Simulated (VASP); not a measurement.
Sc, 1 atom in the cell. The structure is cubic, space group Fm-3m (No. 225). Conventional cell: a = 4.464 Å, b = 4.464 Å, c = 4.464 Å, α = 90.00°, β = 90.00°, γ = 90.00°. Within 4.2 Å of Sc (site symmetry m-3m) lie 12 Sc at 3.16 Å.  This cell differs from its parent crystal: volume scaled by 0.95.

```yaml
Program: VASP 6.6.1
Task: electric field gradients
Functional: PBE
Potentials_or_basis: VASP PAW PBE potentials, release 64 (Sc_sv)
Cutoff: 520 eV
k_mesh: 12 × 12 × 12
Occupations: fermi-dirac, width 0.03 eV
Spin: no spin polarisation
Dipole_correction: no
Further_INCAR_settings: ALGO = Normal; EDIFF = 1e-08; NBANDS = 12
```

Potentials or basis: VASP PAW PBE potentials, release 64 (Sc_sv).

The run is started by

```bash
$ cat potpaw_PBE.64/Sc_sv/POTCAR > POTCAR
$ mpirun -np 1 vasp_std > vasp.out
```

Hardware: 1 thread of Intel Xeon 8259CL (shared host).

**Question.** How long does it take, and how much memory?

**Answer.** Run time: 49 s on 1 thread of Intel Xeon 8259CL, on a shared host, peak memory 0.15 GiB. Counts: scf iterations 14, k points 72.
